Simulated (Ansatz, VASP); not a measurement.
## CoSn in VASP and in Ansatz

File INCAR:

```
ALGO = Fast ; EDIFF = 1E-6
ENCUT = 520 ; GGA = PS
ISIF = 2 ; ISMEAR = 0
LASPH = True ; LCHARG = False
LREAL = False ; LWAVE = False
NBANDS = 44 ; NELM = 60
PREC = Accurate ; SIGMA = 0.05
```

The input KPOINTS:

```
k-points
0
Gamma
  9 9 8
```

POSCAR

```
CoSn
1.0
    5.2460399276      0.0000000000      0.0000000000
   -2.6230199638      4.5432038466      0.0000000000
    0.0000000000      0.0000000000      4.1875903000
Co Sn
3 3
Direct
    0.0000000000      0.5000000000      0.0000000000
    0.5000000000      0.5000000000      0.0000000000
    0.5000000000      0.0000000000      0.0000000000
    0.6666666700      0.3333333300      0.5000000000
    0.3333333300      0.6666666700      0.5000000000
    0.0000000000      0.0000000000      0.0000000000
```

Input for Ansatz:

```yaml
crystal:
  lattice:
    - [5.2460399276, 0.0, 0.0]
    - [-2.6230199638, 4.5432038466, 0.0]
    - [0.0, 0.0, 4.1875903]
  atoms:
    - { symbol: Co, position: [0.0, 0.5, 0.0] }
    - { symbol: Co, position: [0.5, 0.5, 0.0] }
    - { symbol: Co, position: [0.5, 0.0, 0.0] }
    - { symbol: Sn, position: [0.66666667, 0.33333333, 0.5] }
    - { symbol: Sn, position: [0.33333333, 0.66666667, 0.5] }
    - { symbol: Sn, position: [0.0, 0.0, 0.0] }
basis:
  ecutwfc: 420
  fft_grid_basis: typed
kpoints:
  mp_grid: { grid: [9, 9, 8] }
hamiltonian:
  xc: pbesol
  pseudopotentials: { kind: paw }
scf:
  occupations: { method: gaussian, width: 0.05 }
output:
  forces: true
  stress: true
  eigenvalues: true
  bader: true
  write_density: true
  volumetric_format: npy
  elf: true
```

Alike in both runs: task single point; functional PBEsol; k mesh 9 × 9 × 8; occupations gaussian, width 0.05 eV; no spin polarisation.

```csv
,VASP,Ansatz
version,VASP 6.6.1,Ansatz 0.2.0
potentials or method,"VASP PAW PBE potentials, release 64 (Co, Sn_d), cutoff 520 eV","scalar-relativistic, plane waves, PAW"
valence electrons in the cell,69,93
```

```csv
,VASP,Ansatz,Ansatz less VASP
gap on the k mesh at the Fermi level (eV),none,none,-
pressure (GPa),-2.2,-2.1,+0.09
"traceless stress, the component that is largest in VASP (GPa)",-0.10,-0.03,+0.063
```

VASP's potentials were made for PBE, not for PBEsol. A gap of «none» marks a metal or a gap that the smearing closes. VASP's potentials hold 69 valence electrons a cell and Ansatz's 93, so a difference there can come from the potentials and not from the codes.
